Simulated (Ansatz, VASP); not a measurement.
# Br in VASP and in Ansatz

INCAR

```
ALGO     = Normal         # electronic algorithm
EDIFF    = 1E-6           # SCF threshold, eV
ENCUT    = 520            # plane-wave cutoff, eV
GGA      = PE             # functional
ISIF     = 2              # what is computed and relaxed
ISMEAR   = 0              # smearing method
IVDW     = 12             # dispersion correction
LASPH    = True           # aspherical terms in the spheres
LCHARG   = False          # write CHGCAR
LREAL    = False          # projectors in reciprocal space
LWAVE    = False          # write WAVECAR
NBANDS   = 38             # bands
NELM     = 80             # most SCF steps
PREC     = Accurate       # precision mode
SIGMA    = 0.02           # smearing width, eV
```

KPOINTS

```
k-points
0
Gamma
  4 8 4
```

POSCAR

```
Br
1.0
    6.9880430143      0.0000000000      0.0000000000
    0.0000000000      4.1514961186      0.0000000000
    0.0000000000      0.0000000000      8.5728381361
Br
8
Direct
    0.5000000000      0.3490223922      0.1191043514
    0.5000000000      0.8490223922      0.3808956486
    0.5000000000      0.6509776078      0.8808956486
    0.5000000000      0.1509776078      0.6191043514
    0.0000000000      0.8490223922      0.1191043514
    0.0000000000      0.3490223922      0.3808956486
    0.0000000000      0.1509776078      0.8808956486
    0.0000000000      0.6509776078      0.6191043514
```

Input for Ansatz:

```yaml
crystal:
  lattice:
    - [6.9880430143, 0.0, 0.0]
    - [0.0, 4.1514961186, 0.0]
    - [0.0, 0.0, 8.5728381361]
  atoms:
    - { symbol: Br, position: [0.5, 0.3490223922, 0.1191043514] }
    - { symbol: Br, position: [0.5, 0.8490223922, 0.3808956486] }
    - { symbol: Br, position: [0.5, 0.6509776078, 0.8808956486] }
    - { symbol: Br, position: [0.5, 0.1509776078, 0.6191043514] }
    - { symbol: Br, position: [0.0, 0.8490223922, 0.1191043514] }
    - { symbol: Br, position: [0.0, 0.3490223922, 0.3808956486] }
    - { symbol: Br, position: [0.0, 0.1509776078, 0.8808956486] }
    - { symbol: Br, position: [0.0, 0.6509776078, 0.6191043514] }
basis:
  ecutwfc: 420
kpoints:
  mp_grid: { grid: [4, 8, 4] }
hamiltonian:
  xc: pbe
  dispersion: d3bj
scf:
  occupations: { method: gaussian, width: 0.02 }
output:
  forces: true
  stress: true
  eigenvalues: true
```

Alike in both runs: task single point; functional PBE; dispersion D3(BJ); k mesh 4 × 8 × 4; occupations gaussian, width 0.02 eV; no spin polarisation.

|  | VASP | Ansatz |
| --- | --- | --- |
| version | VASP 6.6.1 | Ansatz 0.2.0 |
| potentials or method | VASP PAW PBE potentials, release 64 (Br), cutoff 520 eV | scalar-relativistic, plane waves, PAW |
| valence electrons in the cell | 56 | 56 |

Ansatz gave:

- gap on the k mesh at the Fermi level (eV): 1.32
- least direct gap on the mesh (eV): 1.33
- pressure (GPa): 0.0
- rms of the force components (eV/Å): 0.003

Task: What did VASP give for the same quantities?

Result: gap on the k mesh at the Fermi level (eV): 1.32; least direct gap on the mesh (eV): 1.33; pressure (GPa): 0.0; rms of the force components (eV/Å): 0.005.

Atom by atom the forces differ by 0.003 eV/Å (rms over components).
